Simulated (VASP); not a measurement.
# CaSe (F-43m) in VASP: a series of runs

CaSe is run at these levels: r2SCAN, PBE, PBEsol; tasks: single point, relaxation of cell and atoms.

Everything below comes from runs of VASP 6.6.1. Logs are shortened: lines on timing, memory, paths and dates and some standing lists are left out, and cuts for length are marked.

## 1. The cell of the first run

The structure is cubic, space group F-43m (No. 216). The conventional cell has a = 6.559 Å, b = 6.559 Å, c = 6.559 Å, α = 90.00°, β = 90.00°, γ = 90.00°. Within 3.7 Å of Ca (site symmetry -43m) lie 4 Se at 2.84 Å. Within 3.7 Å of Se (site symmetry -43m) lie 4 Ca at 2.84 Å.

## 2. Single point, r2SCAN

File POSCAR:

```
CaSe
1.0
    0.0000000000      3.2795613671      3.2795613671
    3.2795613671      0.0000000000      3.2795613671
    3.2795613671      3.2795613671      0.0000000000
Ca Se
1 1
Direct
    0.0000000000      0.0000000000      0.0000000000
    0.2500000000      0.2500000000      0.2500000000
```

File INCAR.step1:

```
SYSTEM = CaSe
  ALGO = Normal
  EDIFF = 1E-4
  ENCUT = 520
  GGA = PE
  ISMEAR = -1
  LASPH = .TRUE.
  LCHARG = .FALSE.
  LREAL = .FALSE.
  LWAVE = .TRUE.
  NBANDS = 15
  NELM = 100
  PREC = Accurate
  SIGMA = 0.02
```

File INCAR.step2:

```
SYSTEM = CaSe
  ALGO = Normal
  EDIFF = 1E-7
  ENCUT = 520
  ISIF = 2
  ISMEAR = -1
  ISTART = 1
  LASPH = .TRUE.
  LCHARG = .FALSE.
  LMIXTAU = .TRUE.
  LREAL = .FALSE.
  LWAVE = .FALSE.
  METAGGA = R2SCAN
  NBANDS = 15
  NELM = 100
  PREC = Accurate
  SIGMA = 0.02
```

File KPOINTS:

```
k-points
0
G
  6 6 6
  0 0 0
```

Potentials or basis: VASP PAW PBE potentials, release 64 (Ca_sv, Se).

Command:

```bash
> cat potpaw_PBE.64/Ca_sv/POTCAR potpaw_PBE.64/Se/POTCAR > POTCAR
> cp INCAR.step1 INCAR
> mpirun -np 1 vasp_std > vasp.out
> cp INCAR.step2 INCAR
> mpirun -np 1 vasp_std > vasp.out
```

OUTCAR:

```text
SYSTEM = CaSe
   EDIFF = 1E-7
   ENCUT = 520
   ISIF = 2
   ISMEAR = -1
   ISTART = 1
   LASPH = .TRUE.
   LREAL = .FALSE.
   METAGGA = R2SCAN
   NELM = 100
   PREC = Accurate

 ion  position               nearest neighbor table
   1  0.000  0.000  0.000-   2 2.84   2 2.84   2 2.84   2 2.84
   2  0.250  0.250  0.250-   1 2.84   1 2.84   1 2.84   1 2.84

  LATTYP: Found a face centered cubic cell.
 ALAT       =     6.5591227342

  Lattice vectors:

 A1 = (   0.0000000000,   3.2795613671,   3.2795613671)
 A2 = (   3.2795613671,   0.0000000000,   3.2795613671)
 A3 = (   3.2795613671,   3.2795613671,   0.0000000000)

Analysis of symmetry for initial positions (statically):
=====================================================================
 Subroutine PRICEL returns:
 Original cell was already a primitive cell.

 Routine SETGRP: Setting up the symmetry group for a
 face centered cubic supercell.

 Subroutine GETGRP returns: Found 24 space group operations
 (whereof 24 operations were pure point group operations)
 out of a pool of 48 trial point group operations.

The static configuration has the point symmetry T_d .

Analysis of symmetry for dynamics (positions and initial velocities):
=====================================================================
 Subroutine PRICEL returns:
 Original cell was already a primitive cell.

 Routine SETGRP: Setting up the symmetry group for a
 face centered cubic supercell.

 Subroutine GETGRP returns: Found 24 space group operations
 (whereof 24 operations were pure point group operations)
 out of a pool of 48 trial point group operations.

The dynamic configuration has the point symmetry T_d .

 Subroutine INISYM returns: Found 24 space group operations
 (whereof 24 operations are pure point group operations),
 and found     1 'primitive' translations

----------------------------------------------------------------------------------------

                                     Primitive cell

  volume of cell :      70.5468

  direct lattice vectors                    reciprocal lattice vectors
     0.000000000  3.279561367  3.279561367    -0.152459413  0.152459413  0.152459413
     3.279561367  0.000000000  3.279561367     0.152459413 -0.152459413  0.152459413
     3.279561367  3.279561367  0.000000000     0.152459413  0.152459413 -0.152459413

  length of vectors
     4.638000164  4.638000164  4.638000164     0.264067449  0.264067449  0.264067449

  position of ions in fractional coordinates (direct lattice)
     0.000000000  0.000000000  0.000000000
     0.250000000  0.250000000  0.250000000

  ion indices of the primitive-cell ions
   primitive index   ion index
                 1           1
                 2           2

----------------------------------------------------------------------------------------

 KPOINTS: k-points

Automatic generation of k-mesh.
 Grid dimensions read from file:
 generate k-points for:    6    6    6

 Generating k-lattice:

  Cartesian coordinates                     Fractional coordinates (reciprocal lattice)
    -0.025409902  0.025409902  0.025409902     0.166666667  0.000000000  0.000000000
     0.025409902 -0.025409902  0.025409902     0.000000000  0.166666667  0.000000000
     0.025409902  0.025409902 -0.025409902     0.000000000  0.000000000  0.166666667

  Length of vectors
     0.044011241  0.044011241  0.044011241

  Shift w.r.t. Gamma in fractional coordinates (k-lattice)
     0.000000000  0.000000000  0.000000000

 Subroutine IBZKPT returns following result:
 ===========================================

 Found     16 irreducible k-points:

 Following reciprocal coordinates:
            Coordinates               Weight
  0.000000  0.000000  0.000000      1.000000
  0.166667  0.000000  0.000000      8.000000
  0.333333  0.000000  0.000000      8.000000
  0.500000  0.000000  0.000000      4.000000
  0.166667  0.166667  0.000000      6.000000
  0.333333  0.166667  0.000000     24.000000
[... 8 lines left out ...]
 -0.333333  0.333333  0.166667     24.000000
 -0.333333  0.500000  0.166667     12.000000
   k-points           NKPTS =     16   k-points in BZ     NKDIM =     16   number of bands    NBANDS=     15
   number of dos      NEDOS =    301   number of ions     NIONS =      2
   total plane-waves  NPLWV =  46656
   dimension x,y,z NGX =    36 NGY =   36 NGZ =   36
   dimension x,y,z NGXF=    72 NGYF=   72 NGZF=   72
   ions per type =               1   1
   NGX,Y,Z   is equivalent  to a cutoff of  12.90, 12.90, 12.90 a.u.
   NGXF,Y,Z  is equivalent  to a cutoff of  25.81, 25.81, 25.81 a.u.
 SYSTEM =  CaSe
   PREC   = accura    normal or accurate (medium, high low for compatibility)
   ISTART =      1    job   : 0-new  1-cont  2-samecut
   ICHARG =      0    charge: 1-file 2-atom 10-const
   ISPIN  =      1    spin polarized calculation?
   LNONCOLLINEAR =      F non collinear calculations
   LSORBIT =      F    spin-orbit coupling
   LASPH  =      T    aspherical Exc in radial PAW
   ENCUT  =  520.0 eV  38.22 Ry    6.18 a.u.   8.62  8.62  8.62*2*pi/ulx,y,z
   NELM   =    100;   NELMIN=  2; NELMDL=  0     # of ELM steps
   EDIFF  = 0.1E-06   stopping-criterion for ELM
   LREAL  =      F    real-space projection
   EDIFFG = 0.1E-05   stopping-criterion for IOM
   NSW    =      0    number of steps for IOM
   IBRION =     -1    ionic relax: 0-MD 1-quasi-New 2-CG
   NFREE  =      0    steps in history (QN), initial steepest desc. (CG)
   ISIF   =      2    stress and relaxation
   ISYM   =      2    0-nonsym 1-usesym 2-fastsym
   POTIM  = 0.5000    time-step for ionic-motion
   TEBEG  =    0.0;   TEEND  =   0.0 temperature during run
   PSTRESS=    0.0 pullay stress
   NELECT =      16.0000    total number of electrons
   NUPDOWN=      -1.0000    fix difference up-down
   EMIN   =  10.00;   EMAX   =-10.00  energy-range for DOS
   EFERMI =   0.00;   METHOD = LEGACY
   ISMEAR =    -1;   SIGMA  =   0.02  broadening in eV -4-tet -1-fermi 0-gaus
   EFERMI_NEDOS =   21; number of points for ismear=-14 and -15
   IALGO  =     38    algorithm
   IMIX   =      4    mixing-type and parameters
     AMIX     =   0.40;   BMIX     =  1.00
     AMIX_MAG =   1.60;   BMIX_MAG =  1.00
  volume/ion in A,a.u.               =      35.27       238.04
  Fermi-wavevector in a.u.,A,eV,Ry     =   0.998364  1.886635 13.561354  0.996731
  Thomas-Fermi vector in A             =   2.130583
   LORBIT       =      0    0 simple, 1 ext, 2 COOP (PROOUT), +10 PAW based schemes
   METAGGA = R2SCAN    functional components
   LHFCALC =     F    Hartree Fock is set to
   AEXX    =    0.0000 exact exchange contribution
   IVDW    =     0    specifies the selected vdW correction
   LEPSILON=     F    determine dielectric tensor
   LRPA    =     F    only Hartree local field effects (RPA)
 non-spin polarized calculation
  energy-cutoff  :      520.00
  volume of cell :       70.55
 maximum number of plane-waves:      1917
 NGX is ok and might be reduce to    36
   NGX = 17   NGY = 17   NGZ = 17

 number of electron      16.0000003 magnetization

 Free energy of the ion-electron system (eV)
  ---------------------------------------------------
  ext. energy  EPLUGINS =         0.00000000
  ---------------------------------------------------
  free energy    TOTEN  =       -25.36015655 eV

  energy without entropy =      -25.36015655  energy(sigma->0) =      -25.36015655

 E-fermi :  -0.0518     XC(G=0):  -8.0149

 val. band max:       -0.5872781078   @ k =  -0.3333   0.1667   0.0000
 cond. band min:       3.1018492588   @ k =   0.0000   0.0000   0.0000
 fundamental gap:      3.6891273666
 Fermi energy:        -0.0518217982

 k-point     1 :       0.0000    0.0000    0.0000
  band No.  band energies     occupation
      1     -41.1776      2.00000
      2     -21.3090      2.00000
      3     -21.3090      2.00000
      4     -21.3089      2.00000
      5     -11.3044      2.00000
      6      -0.6770      2.00000
      7      -0.6770      2.00000
      8      -0.6770      2.00000
      9       3.1018      0.00000
     10       5.3611      0.00000
     11       5.3611      0.00000
     12       7.4062      0.00000
     13       7.4063      0.00000
     14       7.4063      0.00000
     15       9.1854      0.00000

 k-point     2 :       0.1667    0.0000    0.0000
  band No.  band energies     occupation
      1     -41.1771      2.00000
      2     -21.3210      2.00000
      3     -21.3104      2.00000
      4     -21.3104      2.00000
      5     -11.2374      2.00000
      6      -1.0701      2.00000
      7      -0.6542      2.00000
      8      -0.6541      2.00000
      9       3.8616      0.00000
     10       5.2331      0.00000
     11       5.2331      0.00000
     12       6.9528      0.00000
     13       7.4034      0.00000
     14       7.4034      0.00000
     15       8.4315      0.00000

 k-point     3 :       0.3333    0.0000    0.0000
  band No.  band energies     occupation
      1     -41.1762      2.00000
      2     -21.3448      2.00000
      3     -21.3134      2.00000
      4     -21.3133      2.00000
      5     -11.1017      2.00000
      6      -1.6090      2.00000
      7      -0.6151      2.00000
      8      -0.6151      2.00000
      9       4.9033      0.00000
     10       5.2516      0.00000
     11       5.2516      0.00000
     12       6.1552      0.00000
     13       6.8680      0.00000
     14       6.8680      0.00000
     15       8.1276      0.00000
[... 199 lines left out ...]
 k-point    15 :      -0.3333    0.3333    0.1667
  band No.  band energies     occupation
      1     -41.1753      2.00000
      2     -21.3531      2.00000
      3     -21.3278      2.00000
      4     -21.3199      2.00000
      5     -10.9676      2.00000
      6      -1.4552      2.00000
      7      -1.1358      2.00000
      8      -0.6401      2.00000
      9       3.8650      0.00000
     10       4.9986      0.00000
     11       5.6848      0.00000
     12       6.4995      0.00000
     13       6.7764      0.00000
     14       7.7724      0.00000
     15       9.0420      0.00000

 k-point    16 :      -0.3333    0.5000    0.1667
  band No.  band energies     occupation
      1     -41.1751      2.00000
      2     -21.3554      2.00000
      3     -21.3272      2.00000
      4     -21.3231      2.00000
      5     -10.9455      2.00000
      6      -1.5699      2.00000
      7      -0.9785      2.00000
      8      -0.6820      2.00000
      9       3.5087      0.00000
     10       4.9482      0.00000
     11       5.9555      0.00000
     12       6.1944      0.00000
     13       6.7290      0.00000
     14       8.3785      0.00000
     15       9.3583      0.00000

------------------------ aborting loop because EDIFF is reached ----------------------------------------

  FORCE on cell =-STRESS in cart. coord.  units (eV):
  Direction    XX          YY          ZZ          XY          YZ          ZX
  --------------------------------------------------------------------------------------
  -------------------------------------------------------------------------------------
  Total        0.0790844      0.0790844      0.0790844      0.0000000      0.0000000      0.0000000
  in kB        1.7960728      1.7960728      1.7960728      0.0000000      0.0000000      0.0000000
  external PRESSURE =       1.7960728 kB  Pullay stress =       0.0000000 kB

 VOLUME and BASIS-vectors are now :
 -----------------------------------------------------------------------------
  energy-cutoff  :      520.00
  volume of cell :       70.55
      direct lattice vectors                 reciprocal lattice vectors
     0.000000000  3.279561367  3.279561367    -0.152459413  0.152459413  0.152459413
     3.279561367  0.000000000  3.279561367     0.152459413 -0.152459413  0.152459413
     3.279561367  3.279561367  0.000000000     0.152459413  0.152459413 -0.152459413

 POSITION                                       TOTAL-FORCE (eV/Angst)
 -----------------------------------------------------------------------------------
      0.00000      0.00000      0.00000        -0.000000     -0.000000     -0.000000
      1.63978      1.63978      1.63978         0.000000      0.000000      0.000000
 -----------------------------------------------------------------------------------
    total drift:                                0.000000      0.000000      0.000000

  FREE ENERGIE OF THE ION-ELECTRON SYSTEM (eV)
  ---------------------------------------------------
  free  energy   TOTEN  =       -25.3601565509 eV

  energy  without entropy=      -25.3601565509  energy(sigma->0) =      -25.36015655
```

It took 40 s on 1 thread of Intel Xeon 6975P-C (Granite Rapids), shared host; peak memory 0.22 GiB.

What came out:

| Property | Result |
| --- | --- |
| Free energy | -25.3602 eV |
| Pressure | 0.2 GPa |
| Band gap on the k mesh | 3.69 eV (least direct gap 3.78 eV) |

Caveat: the PAW data sets were made with another functional, which shifts forces and pressure a little.

## 3. Single point, r2SCAN

POSCAR is that of step 2.

File INCAR.step1:

```
PREC = Accurate ; ENCUT = 520
ISMEAR = 0 ; SIGMA = 0.01
LREAL = F ; LASPH = T
NELM = 80 ; NBANDS = 15
GGA = PE ; ALGO = Normal
EDIFF = 1E-4 ; LWAVE = T
LCHARG = F
```

File INCAR.step2:

```
PREC = Accurate ; ENCUT = 520
EDIFF = 1E-6 ; ISMEAR = 0
SIGMA = 0.01 ; LREAL = F
LASPH = T ; NELM = 80
ALGO = Normal ; ISIF = 2
LWAVE = F ; LCHARG = F
METAGGA = R2SCAN ; LMIXTAU = T
NBANDS = 15 ; ISTART = 1
```

File KPOINTS:

```
regular mesh
0
Gamma
  6 6 6
```

Potentials or basis: VASP PAW PBE potentials, release 64 (Ca_sv, Se).

Command:

```bash
> cat potpaw_PBE.64/Ca_sv/POTCAR potpaw_PBE.64/Se/POTCAR > POTCAR
> cp INCAR.step1 INCAR
> mpirun -np 1 vasp_std > vasp.out
> cp INCAR.step2 INCAR
> mpirun -np 1 vasp_std > vasp.out
```

Run time: 34 s. Hardware: 1 thread of Intel Xeon 6975P-C (Granite Rapids), shared host; peak memory 0.22 GiB.

The run converged. Its results:

* Free energy: -25.3602 eV
* Pressure: 0.2 GPa
* Band gap on the k mesh: 3.69 eV (least direct gap 3.78 eV)

Levels at points of the mesh, in eV from the valence-band top:
```tsv
k point	band 5	band 6	band 7	band 8	band 9	band 10	band 11	band 12
(0.00, 0.00, 0.00)	-10.72	-0.09	-0.09	-0.09	3.69	5.95	5.95	7.99
(0.50, 0.00, 0.00)	-10.45	-1.22	-0.01	-0.01	5.62	6.07	6.07	6.40
(0.50, 0.50, 0.00)	-10.36	-1.24	-0.05	-0.05	3.90	5.56	6.70	6.70
```

Caveat: the PAW data sets were made with another functional, which shifts forces and pressure a little. A k mesh can miss the band edges.

[end of part 1 of 2]
